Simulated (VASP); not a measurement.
A run of VASP 6.6.1:

Contents of INCAR:

```
ALGO = Normal
EDIFF = 1E-8
ENCUT = 520
GGA = PE
ISIF = 2
ISMEAR = 0
IVDW = 13
LASPH = True
LCHARG = False
LEPSILON = True
LREAL = False
LWAVE = False
NELM = 60
PREC = Accurate
SIGMA = 0.01
```

File KPOINTS:

```
k-points
0
Gamma
  4 4 2
```

The input POSCAR:

```
ZnS
1.0
    3.8110000000      0.0000000000      0.0000000000
   -1.9055000000      3.3004230000      0.0000000000
    0.0000000000      0.0000000000      6.2340000000
Zn S
2 2
Direct
    0.3333333333      0.6666666667      0.0000000000
    0.6666666667      0.3333333333      0.5000000000
    0.3333333333      0.6666666667      0.3850000000
    0.6666666667      0.3333333333      0.8850000000
```

Potentials or basis: VASP PAW PBE potentials, release 64 (Zn, S).

Launch:

```sh
$ cat potpaw_PBE.64/Zn/POTCAR potpaw_PBE.64/S/POTCAR > POTCAR
$ mpirun -np 1 vasp_std > vasp.out
```

Hardware: 1 thread of AMD EPYC 7R13, with other jobs on the host.

Q: Estimate the wall time of this run.

A: Wall time 7.8 min on 1 thread of AMD EPYC 7R13, on a shared host, peak memory 0.21 GiB. Counts: scf iterations 151, k points 8.
